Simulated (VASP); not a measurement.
Wanted: the native input for a VASP 6.6.1 run.

```
Task                   : electric field gradients
Functional             : LDA
Potentials or basis    : VASP PAW LDA potentials, release 64 (Li_sv, F)
Cutoff                 : 520 eV
k mesh                 : 10 × 10 × 10
Occupations            : fermi-dirac, width 0.03 eV
Spin                   : no spin polarisation
Dipole correction      : no
Further INCAR settings : ALGO = Normal; EDIFF = 1e-08; NBANDS = 12
```

The structure of LiF lies in POSCAR:

```
LiF
1.0
    0.0000000000      2.0206910790      2.0206910790
    2.0206910790      0.0000000000      2.0206910790
    2.0206910790      2.0206910790      0.0000000000
Li F
1 1
Direct
    0.0000000000      0.0000000000      0.0000000000
    0.5000000000      0.5000000000      0.5000000000
```

This cell differs from its parent crystal: volume scaled by 1.01.

One way to write it, as run:

INCAR

```
  PREC = Accurate
  ENCUT = 520
  EDIFF = 1E-8
  ISMEAR = -1
  SIGMA = 0.03
  LREAL = F
  LASPH = T
  NELM = 80
  ALGO = Normal
  ISIF = 2
  LWAVE = F
  LCHARG = F
  GGA = CA
  LEFG = T
  NBANDS = 12
```

KPOINTS

```
Automatic mesh
0
Gamma
  10 10 10
```

Potentials or basis: VASP PAW LDA potentials, release 64 (Li_sv, F).

Launch:

```console
$ cat potpaw_LDA.64/Li_sv/POTCAR potpaw_LDA.64/F/POTCAR > POTCAR
$ mpirun -np 1 vasp_std > vasp.out
```

Results of the run:

The band gap on the k mesh is 8.74 eV, direct.

Caveat: without QUAD_EFG the Cq values of the log hold for a quadrupole moment of 1 mb, not for the nuclei.

It took 9.9 s on 1 thread of Intel Xeon 8259CL, on a shared host, peak memory 0.12 GiB.
